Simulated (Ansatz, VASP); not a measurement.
**NbB3 in VASP and in Ansatz**

```
Nb B
1.0
     3.31578    0.00000    0.00000
     0.00000    3.31578    0.00000
     0.00000    0.00000    3.31578
Nb B
1 3
Direct
  0.00000 0.00000 0.00000
  0.00000 0.50000 0.50000
  0.50000 0.00000 0.50000
  0.50000 0.50000 0.00000
```

Alike in both runs: functional PBE; k mesh 14 × 14 × 14; occupations gaussian, width 0.1 eV; no spin polarisation.

Ansatz relaxed the structure, and its values are those at the end. VASP's run is a single point on that final structure, the one shown.

|  | VASP | Ansatz |
| --- | --- | --- |
| version | VASP 6.6.1 | Ansatz 0.2.0 |
| potentials or method | VASP PAW PBE potentials, release 64 (Nb_sv, B), cutoff 520 eV | scalar-relativistic, plane waves, PAW |
| valence electrons in the cell | 22 | 22 |

```tsv
	VASP	Ansatz	Ansatz less VASP
gap on the k mesh at the Fermi level (eV)	none	none	-
pressure (GPa)	-0.4	0.0	+0.38
```

A gap of «none» marks a metal or a gap that the smearing closes.
